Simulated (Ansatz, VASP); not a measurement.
Two plane-wave programs on Ga3I

Contents of INCAR:

```
SYSTEM = Ga3I
  ALGO = Normal
  EDIFF = 1E-7
  EDIFFG = -0.01
  ENCUT = 600
  GGA = PE
  IBRION = 2
  ISIF = 3
  ISMEAR = 0
  LASPH = .True.
  LCHARG = .False.
  LREAL = .False.
  LWAVE = .False.
  NELM = 60
  NSW = 100
  PREC = Accurate
  SIGMA = 0.1
```

KPOINTS

```
k-points
0
Gamma
  10 10 10
  0 0 0
```

The input POSCAR:

```
Ga3I
1.0
    4.7222264833      0.0000000000      0.0000000000
    0.0000000000      4.7222264833      0.0000000000
    0.0000000000      0.0000000000      4.7222264833
Ga I
3 1
Direct
    0.0000000000      0.5000000000      0.5000000000
    0.5000000000      0.0000000000      0.5000000000
    0.5000000000      0.5000000000      0.0000000000
    0.0000000000      0.0000000000      0.0000000000
```

Input for Ansatz:

```yaml
crystal:
  lattice:
    - [4.7222264833, 0.0, 0.0]
    - [0.0, 4.7222264833, 0.0]
    - [0.0, 0.0, 4.7222264833]
  atoms:
    - { symbol: Ga, position: [0.0, 0.5, 0.5] }
    - { symbol: Ga, position: [0.5, 0.0, 0.5] }
    - { symbol: Ga, position: [0.5, 0.5, 0.0] }
    - { symbol: I, position: [0.0, 0.0, 0.0] }
basis:
  ecutwfc: 420
kpoints:
  mp_grid: { grid: [10, 10, 10] }
hamiltonian:
  xc: pbe
scf:
  occupations: { method: gaussian, width: 0.1 }
output:
  forces: true
  stress: true
  eigenvalues: true
relax:
  adjacent_minimum: "off"
  f_tol: 0.01
  max_steps: 80
  cell: { stress_tol: 0.05 }
```

Alike in both runs: task relaxation of cell and atoms; functional PBE; k mesh 10 × 10 × 10; occupations gaussian, width 0.1 eV; no spin polarisation.

```csv
,VASP,Ansatz
version,VASP 6.6.1,Ansatz 0.2.0
potentials or method,"VASP PAW PBE potentials, release 64 (Ga_d, I), cutoff 600 eV","scalar-relativistic, plane waves, PAW"
valence electrons in the cell,46,56
```

```csv
,VASP,Ansatz,Ansatz less VASP
"gap on the k mesh at the Fermi level, each at its own relaxed structure (eV)",none,none,-
relaxed volume (Å³/atom),26.78,26.71,-0.066
relaxed cell length with the largest relative difference (Å),4.749,4.745,-0.0039
```

A gap of «none» marks a metal or a gap that the smearing closes. VASP's potentials hold 46 valence electrons a cell and Ansatz's 56, so a difference there can come from the potentials and not from the codes.

Spin-orbit coupling is off throughout.
